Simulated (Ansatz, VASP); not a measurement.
One calculation of MgO, two programs

```
Mg O
1.0
     0.00000    2.05070    2.05070
     2.05070    0.00000    2.05070
     2.05070    2.05070    0.00000
Mg O
1 1
Direct
  0.00000 0.00000 0.00000
  0.50000 0.50000 0.50000
```

Alike in both runs: task single point; functional revPBE; k mesh 8 × 8 × 8; no spin polarisation.

|  | VASP | Ansatz |
| --- | --- | --- |
| version | VASP 6.6.1 | Ansatz 0.2.0 |
| potentials or method | VASP PAW PBE potentials, release 64 (Mg, O) | plane waves, norm-conserving potentials |
| plane-wave cutoff (eV) | 600 | 1240 |
| occupations | gaussian, width 0.01 eV | fixed |
| valence electrons in the cell | 8 | 16 |

```tsv
	VASP	Ansatz	Ansatz less VASP
pressure (GPa)	23.6	24.7	+1.10
```

VASP's potentials were made for PBE, not for revPBE. VASP's potentials hold 8 valence electrons a cell and Ansatz's 16, so a difference there can come from the potentials and not from the codes.
